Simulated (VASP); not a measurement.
# Al3BiO3 (R3m) in VASP: notebook, part 2 of 2

VASP 6.6.1. Earlier steps stand in the parts before.

## Step 3: Single point, PBE

This run uses another cell than the first one, of 15.11 Å³/atom, 1.059 times its volume.

Input file INCAR:

```
ALGO = Normal
EDIFF = 1E-7
ENCUT = 520
GGA = PE
ISIF = 2
ISMEAR = 0
LASPH = T
LCHARG = F
LREAL = F
LWAVE = F
NBANDS = 30
NELM = 100
PREC = Accurate
SIGMA = 0.02
```

Input file KPOINTS:

```
k-points
0
Gamma
  6 6 6
```

Input file POSCAR:

```
Al3BiO3
1.0
    3.7248586605      2.1505481503      2.2004183607
   -3.7248586605      2.1505481503      2.2004183607
    0.0000000000     -4.3010963006      2.2004183607
Al Bi O
3 1 3
Direct
    0.4627248298      0.0232957878      0.4627248298
    0.0232957878      0.4627248298      0.4627248298
    0.4627248298      0.4627248298      0.0232957878
    0.8691395374      0.8691395374      0.8691395374
    0.2681354716      0.2681354716      0.6460440718
    0.2681354716      0.6460440718      0.2681354716
    0.6460440718      0.2681354716      0.2681354716
```

Potentials or basis: VASP PAW PBE potentials, release 64 (Al, Bi_d, O).

Launch:

```
$ cat potpaw_PBE.64/Al/POTCAR potpaw_PBE.64/Bi_d/POTCAR potpaw_PBE.64/O/POTCAR > POTCAR
$ mpirun -np 1 vasp_std > vasp.out
```

OUTCAR:

```text
EDIFF = 1E-7
   ENCUT = 520
   GGA = PE
   ISIF = 2
   ISMEAR = 0
   LASPH = T
   LREAL = F
   NELM = 100
   PREC = Accurate

 ion  position               nearest neighbor table
   1  0.463  0.023  0.463-   7 1.85   5 1.85   6 1.86   4 2.81   2 3.11   2 3.11   3 3.11   3 3.11
                             3 3.27   2 3.27   4 3.50
   2  0.023  0.463  0.463-   6 1.85   5 1.85   7 1.86   4 2.81   1 3.11   1 3.11   3 3.11   3 3.11
                             3 3.27   1 3.27   4 3.50
   3  0.463  0.463  0.023-   6 1.85   7 1.85   5 1.86   4 2.81   1 3.11   2 3.11   2 3.11   1 3.11
                             1 3.27   2 3.27   4 3.50
   4  0.869  0.869  0.869-   3 2.81   2 2.81   1 2.81   3 3.50   2 3.50   1 3.50
   5  0.268  0.268  0.646-   1 1.85   2 1.85   3 1.86
   6  0.268  0.646  0.268-   2 1.85   3 1.85   1 1.86
   7  0.646  0.268  0.268-   1 1.85   3 1.85   2 1.86

  LATTYP: Found a trigonal (rhomboedric) cell.
 ALAT       =     4.8312804048
 COS(alpha) =    -0.1888446372

  Lattice vectors:

 A1 = (   3.7248586605,   2.1505481503,   2.2004183607)
 A2 = (  -3.7248586605,   2.1505481503,   2.2004183607)
 A3 = (   0.0000000000,  -4.3010963006,   2.2004183607)

Analysis of symmetry for initial positions (statically):
=====================================================================
 Subroutine PRICEL returns:
 Original cell was already a primitive cell.

 Routine SETGRP: Setting up the symmetry group for a
 trigonal (rhombohedral) supercell.

 Subroutine GETGRP returns: Found  6 space group operations
 (whereof  6 operations were pure point group operations)
 out of a pool of 12 trial point group operations.

The static configuration has the point symmetry C_3v.

Analysis of symmetry for dynamics (positions and initial velocities):
=====================================================================
 Subroutine PRICEL returns:
 Original cell was already a primitive cell.

[... 133 lines left out ...]
   EFERMI_NEDOS =   21; number of points for ismear=-14 and -15
   IALGO  =     38    algorithm
   IMIX   =      4    mixing-type and parameters
     AMIX     =   0.40;   BMIX     =  1.00
     AMIX_MAG =   1.60;   BMIX_MAG =  1.00
  volume/ion in A,a.u.               =      15.11       101.96
  Fermi-wavevector in a.u.,A,eV,Ry     =   1.203334  2.273971 19.701401  1.448012
  Thomas-Fermi vector in A             =   2.339090
   LORBIT       =      0    0 simple, 1 ext, 2 COOP (PROOUT), +10 PAW based schemes
   GGA     = PE    functional components
   LHFCALC =     F    Hartree Fock is set to
   AEXX    =    0.0000 exact exchange contribution
   IVDW    =     0    specifies the selected vdW correction
   LEPSILON=     F    determine dielectric tensor
   LRPA    =     F    only Hartree local field effects (RPA)
 non-spin polarized calculation
 Gauss-broadening in eV      SIGMA  =   0.02
  energy-cutoff  :      520.00
  volume of cell :      105.76
 maximum number of plane-waves:      2862
   NGX = 17   NGY = 17   NGZ = 17

 number of electron      41.9999987 magnetization

 Free energy of the ion-electron system (eV)
  ---------------------------------------------------
  ext. energy  EPLUGINS =         0.00000000
  ---------------------------------------------------
  free energy    TOTEN  =       -43.07939506 eV

  energy without entropy =      -43.07939506  energy(sigma->0) =      -43.07939506

 E-fermi :   6.4142     XC(G=0): -10.1072

 val. band max:        6.2610611319   @ k =  -0.1667   0.1667   0.0000
 cond. band min:       6.9447988282   @ k =   0.0000   0.0000   0.0000
 fundamental gap:      0.6837376963
 Fermi energy:         6.4141592460

 k-point     1 :       0.0000    0.0000    0.0000
  band No.  band energies     occupation
      1     -14.9181      2.00000
      2     -14.9181      2.00000
      3     -14.8782      2.00000
      4     -14.8782      2.00000
      5     -14.8469      2.00000
      6     -14.0395      2.00000
[... 781 lines left out ...]
     29      13.6435      0.00000
     30      14.1571      0.00000

 [... further k-points ...]
[... 5 lines left out ...]
  --------------------------------------------------------------------------------------
  -------------------------------------------------------------------------------------
  Total       -0.0581529     -0.0581529     -0.0558645      0.0000000      0.0000000      0.0000000
  in kB       -0.8809811     -0.8809811     -0.8463133      0.0000000      0.0000000      0.0000000
  external PRESSURE =      -0.8694251 kB  Pullay stress =       0.0000000 kB

 VOLUME and BASIS-vectors are now :
 -----------------------------------------------------------------------------
  energy-cutoff  :      520.00
  volume of cell :      105.76
      direct lattice vectors                 reciprocal lattice vectors
     3.724858660  2.150548150  2.200418361     0.134233281  0.077499621  0.151486344
    -3.724858660  2.150548150  2.200418361    -0.134233281  0.077499621  0.151486344
     0.000000000 -4.301096301  2.200418361     0.000000000 -0.154999242  0.151486344

 POSITION                                       TOTAL-FORCE (eV/Angst)
 -----------------------------------------------------------------------------------
      1.63681     -0.94501      2.08764         0.007390     -0.004267     -0.002507
     -1.63681     -0.94501      2.08764        -0.007390     -0.004267     -0.002507
      0.00000      1.89003      2.08764         0.000000      0.008533     -0.002507
      0.00000      0.00000      5.73741         0.000000      0.000000      0.005458
      0.00000     -1.62542      2.60159         0.000000     -0.001207      0.000688
     -1.40766      0.81271      2.60159        -0.001045      0.000603      0.000688
      1.40766      0.81271      2.60159         0.001045      0.000603      0.000688
 -----------------------------------------------------------------------------------
    total drift:                               -0.000000      0.000000     -0.000334

  FREE ENERGIE OF THE ION-ELECTRON SYSTEM (eV)
  ---------------------------------------------------
  free  energy   TOTEN  =       -43.0793950605 eV

  energy  without entropy=      -43.0793950605  energy(sigma->0) =      -43.07939506
```

OSZICAR:

```text
N       E                     dE             d eps       ncg     rms          rms(c)
DAV:   1     0.367653467460E+03    0.36765E+03   -0.19993E+04  1920   0.144E+03
DAV:   2    -0.192538925184E+01   -0.36958E+03   -0.34916E+03  2018   0.376E+02
DAV:   3    -0.470267539924E+02   -0.45101E+02   -0.44446E+02  2272   0.137E+02
DAV:   4    -0.486577172763E+02   -0.16310E+01   -0.16251E+01  2370   0.277E+01
DAV:   5    -0.487038875362E+02   -0.46170E-01   -0.46163E-01  2480   0.484E+00    0.142E+01
DAV:   6    -0.430567666447E+02    0.56471E+01   -0.24006E+01  2168   0.275E+01    0.507E+00
DAV:   7    -0.431009798036E+02   -0.44213E-01   -0.14164E+00  2112   0.620E+00    0.289E+00
DAV:   8    -0.430893210906E+02    0.11659E-01   -0.28894E-01  2384   0.359E+00    0.752E-01
DAV:   9    -0.430785958169E+02    0.10725E-01   -0.63640E-02  2416   0.176E+00    0.256E-01
DAV:  10    -0.430795577984E+02   -0.96198E-03   -0.67226E-03  2182   0.444E-01    0.151E-01
DAV:  11    -0.430793923599E+02    0.16544E-03   -0.16705E-03  2456   0.298E-01    0.426E-02
DAV:  12    -0.430793948344E+02   -0.24746E-05   -0.14951E-04  2178   0.748E-02    0.743E-03
DAV:  13    -0.430793951802E+02   -0.34576E-06   -0.55165E-06  2546   0.160E-02    0.279E-03
DAV:  14    -0.430793950267E+02    0.15351E-06   -0.58533E-07  2436   0.605E-03    0.937E-04
DAV:  15    -0.430793950605E+02   -0.33819E-07   -0.22866E-07  1690   0.270E-03
   1 F= -.43079395E+02 E0= -.43079395E+02  d E =-.111570E-28
```

Run time: 90 s. Hardware: 1 thread of Intel Xeon Platinum 8488C (Sapphire Rapids), shared host; peak memory 0.25 GiB.

Results:

```
Free energy            : -43.0794 eV
Pressure               : -0.1 GPa
Largest force          : 0.009 eV/Å
Band gap on the k mesh : 0.68 eV, indirect (least direct gap 0.75 eV)
```

Forces in eV/Å, atoms in the order of the input:
```
Al   0.007 -0.004 -0.003
Al  -0.007 -0.004 -0.003
Al   0.000  0.009 -0.003
Bi   0.000  0.000  0.005
O    0.000 -0.001  0.001
O   -0.001  0.001  0.001
O    0.001  0.001  0.001
```

Levels at points of the mesh, in eV from the valence-band top:
```csv
k point,band 18,band 19,band 20,band 21,band 22,band 23,band 24,band 25
"(0.00, 0.00, 0.00)",-4.14,-0.29,-0.07,-0.07,0.68,2.73,2.73,5.43
"(0.50, 0.00, 0.00)",-3.72,-2.28,-0.39,-0.23,2.87,3.05,4.59,4.68
"(0.50, 0.50, 0.00)",-3.58,-1.60,-0.78,-0.10,3.04,3.62,4.47,4.74
"(0.50, 0.50, 0.50)",-4.14,-0.61,-0.61,-0.61,2.30,2.30,4.49,5.55
```

Caveat: spin-orbit coupling is left out, which moves the levels of the heavy elements. As with any semilocal functional, this PBE gap is likely too small.
